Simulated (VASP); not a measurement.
Here is a VASP 6.6.1 calculation.

File INCAR:

```
SYSTEM = Ti
  PREC = Accurate
  ENCUT = 520
  EDIFF = 1E-8
  ISMEAR = -1
  SIGMA = 0.08
  LREAL = .FALSE.
  LASPH = .TRUE.
  NELM = 60
  ALGO = Normal
  ISIF = 2
  LWAVE = .FALSE.
  LCHARG = .FALSE.
  GGA = PS
  LEFG = .TRUE.
  NBANDS = 19
```

KPOINTS

```
regular mesh
0
G
  13 13 7
  0 0 0
```

Contents of POSCAR:

```
Ti
1.0
    2.9499978604      0.0000000000      0.0000000000
   -1.4749989302      2.5547730882      0.0000000000
    0.0000000000      0.0000000000      4.6860000000
Ti
2
Direct
    0.3333333333      0.6666666667      0.2500000000
    0.6666666667      0.3333333333      0.7500000000
```

Potentials or basis: VASP PAW PBE potentials, release 64 (Ti_sv).

Command:

```bash
$ cat potpaw_PBE.64/Ti_sv/POTCAR > POTCAR
$ mpirun -np 1 vasp_std > vasp.out
```

Q: Estimate the pressure.

A: -6.0 GPa.

Q: What does it give for the band gap on the k mesh?

A: Zero (band 12 reaches 8.80 eV, above the bottom of band 13 at 7.71 eV).

Electric field gradients, principal values (V/Å²):
```tsv
atom	least	middle	greatest (by size)
1 Ti	-8.284	-8.284	16.567
2 Ti	-8.284	-8.284	16.567
```

Caveat: without QUAD_EFG the Cq values of the log hold for a quadrupole moment of 1 mb, not for the nuclei; the PAW data sets were made with another functional, which shifts forces and pressure a little.
